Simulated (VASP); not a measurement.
The system is CaO.

```
Ca O
1.0
     0.00000    2.35449    2.35449
     2.35449    0.00000    2.35449
     2.35449    2.35449    0.00000
Ca O
1 1
Direct
  0.00000 0.00000 0.00000
  0.50000 0.50000 0.50000
```

Program: VASP 6.6.1. Alike in all runs: task single point; potentials or basis VASP PAW PBE potentials, release 64 (Ca_sv, O); no spin polarisation; cell as given; k mesh 10 × 10 × 10; smearing fermi-dirac 0.05 eV.

**Question.** Order these runs on this cell by their pressure, lowest first.
A. level BLYP; cutoff (eV) 520
B. level b88 exchange, pbe correlation; cutoff (eV) 600
C. level r2SCAN+D3(BJ); cutoff (eV) 520
D. level PBEsol+D4; cutoff (eV) 520

**Answer.** D (4.0 GPa), C (6.7 GPa), B (10.0 GPa), A (13.6 GPa).

Caveats: the cell stands under pressure; the PAW data sets were made with another functional, which shifts forces and pressure a little.
